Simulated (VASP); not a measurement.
# CdI2 (P-3m1) in VASP: single point with r2SCAN

Aim: the single point of CdI2 with r2SCAN.

Program: VASP 6.6.1. These are calculated values, not measurements. Logs are shortened: lines on timing, memory, paths and dates and some standing lists are left out, and cuts for length are marked.

## (1) The cell of the first run

Symmetry: P-3m1, No. 164, trigonal system. Conventional cell: a = 4.424 Å, b = 4.424 Å, c = 6.808 Å, α = 90.00°, β = 90.00°, γ = 120.00°. Within 4.0 Å of Cd (site symmetry -3m) lie 6 I at 3.07 Å. Within 4.0 Å of I (site symmetry 3m) lie 3 Cd at 3.07 Å.

## (2) Single point, r2SCAN

POSCAR

```
CdI2
1.0
    4.4240280000      0.0000000000      0.0000000000
   -2.2120140000      3.8313230000      0.0000000000
    0.0000000000      0.0000000000      6.8077990000
Cd I
1 2
Direct
    0.0000000000      0.0000000000      0.0000000000
    0.3333300000      0.6666700000      0.2500000000
    0.6666700000      0.3333300000      0.7500000000
```

INCAR.step1

```
SYSTEM = CdI2
PREC = Accurate
ENCUT = 550
ISMEAR = -1
SIGMA = 0.1
LREAL = .False.
LASPH = .True.
NELM = 120
NBANDS = 20
GGA = PE
ALGO = Normal
EDIFF = 1E-5
LWAVE = .True.
LCHARG = .False.
GGA_COMPAT = .False.
```

INCAR.step2

```
SYSTEM = CdI2
PREC = Accurate
ENCUT = 550
EDIFF = 1E-6
ISMEAR = -1
SIGMA = 0.1
LREAL = .False.
LASPH = .True.
NELM = 120
ALGO = Normal
ISIF = 2
LWAVE = .False.
LCHARG = .False.
METAGGA = R2SCAN
LMIXTAU = .True.
NBANDS = 20
ISTART = 1
GGA_COMPAT = .False.
```

KPOINTS

```
Automatic mesh
0
Gamma
  7 7 4
  0 0 0
```

Potentials or basis: VASP PAW PBE potentials, release 64 (Cd, I).

Command:

```bash
> cat potpaw_PBE.64/Cd/POTCAR potpaw_PBE.64/I/POTCAR > POTCAR
> cp INCAR.step1 INCAR
> mpirun -np 1 vasp_std > vasp.out
> cp INCAR.step2 INCAR
> mpirun -np 1 vasp_std > vasp.out
```

OUTCAR:

```text
SYSTEM = CdI2
   PREC = Accurate
   ENCUT = 550
   EDIFF = 1E-6
   ISMEAR = -1
   LREAL = .False.
   LASPH = .True.
   NELM = 120
   ISIF = 2
   METAGGA = R2SCAN
   ISTART = 1

 ion  position               nearest neighbor table
   1  0.000  0.000  0.000-   2 3.07   3 3.07   3 3.07   2 3.07   3 3.07   2 3.07
   2  0.333  0.667  0.250-   1 3.07   1 3.07   1 3.07
   3  0.667  0.333  0.750-   1 3.07   1 3.07   1 3.07

  LATTYP: Found a hexagonal cell.
 ALAT       =     4.4240280000
 C/A-ratio  =     1.5388236693

  Lattice vectors:

 A1 = (   4.4240280000,   0.0000000000,   0.0000000000)
 A2 = (  -2.2120140000,   3.8313230000,   0.0000000000)
 A3 = (   0.0000000000,   0.0000000000,   6.8077990000)

Analysis of symmetry for initial positions (statically):
=====================================================================
 Subroutine PRICEL returns:
 Original cell was already a primitive cell.

 Routine SETGRP: Setting up the symmetry group for a
 hexagonal supercell.

 Subroutine GETGRP returns: Found  4 space group operations
 (whereof  4 operations were pure point group operations)
 out of a pool of 24 trial point group operations.

The static configuration has the point symmetry C_2h.

Analysis of symmetry for dynamics (positions and initial velocities):
=====================================================================
 Subroutine PRICEL returns:
 Original cell was already a primitive cell.

 Routine SETGRP: Setting up the symmetry group for a
 hexagonal supercell.

 Subroutine GETGRP returns: Found  4 space group operations
 (whereof  4 operations were pure point group operations)
 out of a pool of 24 trial point group operations.

The dynamic configuration has the point symmetry C_2h.

 Subroutine INISYM returns: Found  4 space group operations
 (whereof  4 operations are pure point group operations),
 and found     1 'primitive' translations

----------------------------------------------------------------------------------------

                                     Primitive cell

  volume of cell :     115.3914

  direct lattice vectors                    reciprocal lattice vectors
     4.424028000  0.000000000  0.000000000     0.226038352  0.130503223  0.000000000
    -2.212014000  3.831323000  0.000000000     0.000000000  0.261006446  0.000000000
     0.000000000  0.000000000  6.807799000     0.000000000  0.000000000  0.146890353

  length of vectors
[... 83 lines left out ...]
   NELM   =    120;   NELMIN=  2; NELMDL=  0     # of ELM steps
   EDIFF  = 0.1E-05   stopping-criterion for ELM
   LREAL  =      F    real-space projection
   EDIFFG = 0.1E-04   stopping-criterion for IOM
   NSW    =      0    number of steps for IOM
   IBRION =     -1    ionic relax: 0-MD 1-quasi-New 2-CG
   NFREE  =      0    steps in history (QN), initial steepest desc. (CG)
   ISIF   =      2    stress and relaxation
   ISYM   =      2    0-nonsym 1-usesym 2-fastsym
   POTIM  = 0.5000    time-step for ionic-motion
   TEBEG  =    0.0;   TEEND  =   0.0 temperature during run
   PSTRESS=    0.0 pullay stress
   NELECT =      26.0000    total number of electrons
   NUPDOWN=      -1.0000    fix difference up-down
   EMIN   =  10.00;   EMAX   =-10.00  energy-range for DOS
   EFERMI =   0.00;   METHOD = LEGACY
   ISMEAR =    -1;   SIGMA  =   0.10  broadening in eV -4-tet -1-fermi 0-gaus
   EFERMI_NEDOS =   21; number of points for ismear=-14 and -15
   IALGO  =     38    algorithm
   IMIX   =      4    mixing-type and parameters
     AMIX     =   0.40;   BMIX     =  1.00
     AMIX_MAG =   1.60;   BMIX_MAG =  1.00
  volume/ion in A,a.u.               =      38.46       259.57
  Fermi-wavevector in a.u.,A,eV,Ry     =   0.996188  1.882523 13.502305  0.992391
  Thomas-Fermi vector in A             =   2.128260
   LORBIT       =      0    0 simple, 1 ext, 2 COOP (PROOUT), +10 PAW based schemes
   METAGGA = R2SCAN    functional components
   LHFCALC =     F    Hartree Fock is set to
   AEXX    =    0.0000 exact exchange contribution
   IVDW    =     0    specifies the selected vdW correction
   LEPSILON=     F    determine dielectric tensor
   LRPA    =     F    only Hartree local field effects (RPA)
 non-spin polarized calculation
  energy-cutoff  :      550.00
  volume of cell :      115.39
 maximum number of plane-waves:      3428
 NGX is ok and might be reduce to    36
   NGX = 17   NGY = 17   NGZ = 27

 number of electron      26.0000003 magnetization

 Free energy of the ion-electron system (eV)
  ---------------------------------------------------
  ext. energy  EPLUGINS =         0.00000000
  ---------------------------------------------------
  free energy    TOTEN  =       -71.32481406 eV

  energy without entropy =      -71.32481305  energy(sigma->0) =      -71.32481355

 E-fermi :   2.4645     XC(G=0):  -8.6591

 val. band max:        1.1043362542   @ k =   0.0000   0.0000   0.0000
 cond. band min:       3.6949291362   @ k =   0.0000   0.0000   0.0000
 fundamental gap:      2.5905928820
 Fermi energy:         2.4645462735

 k-point     1 :       0.0000    0.0000    0.0000
  band No.  band energies     occupation
      1     -11.1024      2.00000
      2     -10.4306      2.00000
      3      -6.7301      2.00000
      4      -6.7301      2.00000
      5      -6.6218      2.00000
      6      -6.5667      2.00000
[... 541 lines left out ...]
     19       9.8222      0.00000
     20      11.0673      0.00000

 [... further k-points ...]

------------------------ aborting loop because EDIFF is reached ----------------------------------------

  FORCE on cell =-STRESS in cart. coord.  units (eV):
  Direction    XX          YY          ZZ          XY          YZ          ZX
  --------------------------------------------------------------------------------------
  -------------------------------------------------------------------------------------
  Total       -1.3099679     -1.3099202     -0.3740289      0.0000427     -0.0000296      0.0000513
  in kB      -18.1885416    -18.1878787     -5.1932873      0.0005936     -0.0004111      0.0007122
  external PRESSURE =     -13.8565692 kB  Pullay stress =       0.0000000 kB

 VOLUME and BASIS-vectors are now :
 -----------------------------------------------------------------------------
  energy-cutoff  :      550.00
  volume of cell :      115.39
      direct lattice vectors                 reciprocal lattice vectors
     4.424028000  0.000000000  0.000000000     0.226038352  0.130503223  0.000000000
    -2.212014000  3.831323000  0.000000000     0.000000000  0.261006446  0.000000000
     0.000000000  0.000000000  6.807799000     0.000000000  0.000000000  0.146890353

 POSITION                                       TOTAL-FORCE (eV/Angst)
 -----------------------------------------------------------------------------------
      0.00000      0.00000      0.00000        -0.000000      0.000000      0.000000
     -0.00002      2.55423      1.70195         0.000025     -0.000015     -0.247121
      2.21204      1.27709      5.10585        -0.000025      0.000015      0.247121
 -----------------------------------------------------------------------------------
    total drift:                               -0.000000     -0.000000      0.000000

  FREE ENERGIE OF THE ION-ELECTRON SYSTEM (eV)
  ---------------------------------------------------
  free  energy   TOTEN  =       -71.3248140602 eV

  energy  without entropy=      -71.3248130476  energy(sigma->0) =      -71.32481355
```

OSZICAR.step1:

```text
N       E                     dE             d eps       ncg     rms          rms(c)
DAV:   1     0.160437404960E+03    0.16044E+03   -0.11641E+04  2400   0.115E+03
DAV:   2     0.415061819435E+01   -0.15629E+03   -0.15115E+03  2844   0.249E+02
DAV:   3    -0.571819824691E+01   -0.98688E+01   -0.98304E+01  2844   0.616E+01
DAV:   4    -0.588323765675E+01   -0.16504E+00   -0.16501E+00  3216   0.771E+00
DAV:   5    -0.588469599617E+01   -0.14583E-02   -0.14583E-02  2916   0.752E-01    0.523E+00
DAV:   6    -0.553596857475E+01    0.34873E+00   -0.59717E-01  2508   0.728E+00    0.456E+00
DAV:   7    -0.550510374863E+01    0.30865E-01   -0.17527E-01  2792   0.246E+00    0.212E+00
DAV:   8    -0.550499436005E+01    0.10939E-03   -0.19997E-02  2612   0.145E+00    0.364E-01
DAV:   9    -0.550500554490E+01   -0.11185E-04   -0.27828E-03  2724   0.510E-01    0.812E-02
DAV:  10    -0.550499093310E+01    0.14612E-04   -0.35660E-04  2684   0.196E-01    0.386E-02
DAV:  11    -0.550500985264E+01   -0.18920E-04   -0.58217E-05  2744   0.593E-02    0.209E-02
DAV:  12    -0.550500816276E+01    0.16899E-05   -0.36870E-06  1472   0.184E-02
   1 F= -.55050082E+01 E0= -.55050040E+01  d E =-.827190E-05
```

It took 3.3 min on 1 thread of Intel Xeon 6975P-C (Granite Rapids), shared host; peak memory 0.37 GiB.

What came out:

```yaml
Free_energy: -71.3248 eV
Pressure: -1.4 GPa
Largest_force: 0.247 eV/Å
Band_gap_on_the_k_mesh: 2.59 eV
```

Forces on the atoms (eV/Å):
```
Cd   0.000  0.000  0.000
I    0.000  0.000 -0.247
I    0.000  0.000  0.247
```

Stress tensor (GPa, compression positive):
```
-1.82  0.00  0.00
 0.00 -1.82  0.00
 0.00  0.00 -0.52
```

Caveat: the PAW data sets were made with another functional, which shifts forces and pressure a little; spin-orbit coupling is left out, which moves the levels of the heavy elements; an odd mesh through Γ misses points on the zone boundary, where band edges can lie.
